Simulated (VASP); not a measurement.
A run of VASP 6.6.1 is set up as follows.

The input INCAR:

```
PREC = Accurate
ENCUT = 600
EDIFF = 1E-6
ISMEAR = 0
SIGMA = 0.1
LREAL = False
LASPH = True
NELM = 80
ALGO = Normal
ISIF = 3
LWAVE = False
LCHARG = False
GGA = PE
IBRION = 2
NSW = 90
EDIFFG = -0.04
```

Contents of KPOINTS:

```
regular mesh
0
Gamma
  6 6 6
```

The input POSCAR:

```
Si2N
1.0
    1.4782176200      0.8534493400      5.4835899600
   -1.4782176200      0.8534493400      5.4835899600
    0.0000000000     -1.7068986800      5.4835899600
Si N
2 1
Direct
    0.6026623800      0.6026623800      0.6026623800
    0.3973376200      0.3973376200      0.3973376200
    0.0000000000      0.0000000000      0.0000000000
```

Potentials or basis: VASP PAW PBE potentials, release 64 (Si, N).

The run is started by

```bash
$ cat potpaw_PBE.64/Si/POTCAR potpaw_PBE.64/N/POTCAR > POTCAR
$ mpirun -np 1 vasp_std > vasp.out
```

Q: What does it give for the relaxed volume?

A: 11.61 Å³/atom.

Q: What does it give for the relaxed cell?

A: a = 5.655 Å, b = 5.655 Å, c = 5.655 Å, α = 27.84°, β = 27.84°, γ = 27.84°.

Final structure:
```
Si N
1.0
     1.36048    0.78547    5.43213
    -1.36048    0.78547    5.43213
     0.00000   -1.57094    5.43213
Si N
2 1
Direct
  0.58469 0.58469 0.58469
  0.41531 0.41531 0.41531
  0.00000 0.00000 0.00000
```

Caveat: the k points lie up to 0.45 Å⁻¹ apart in the final cell; the volume moved by over 15 % at a fixed basis, so the end points are rough.
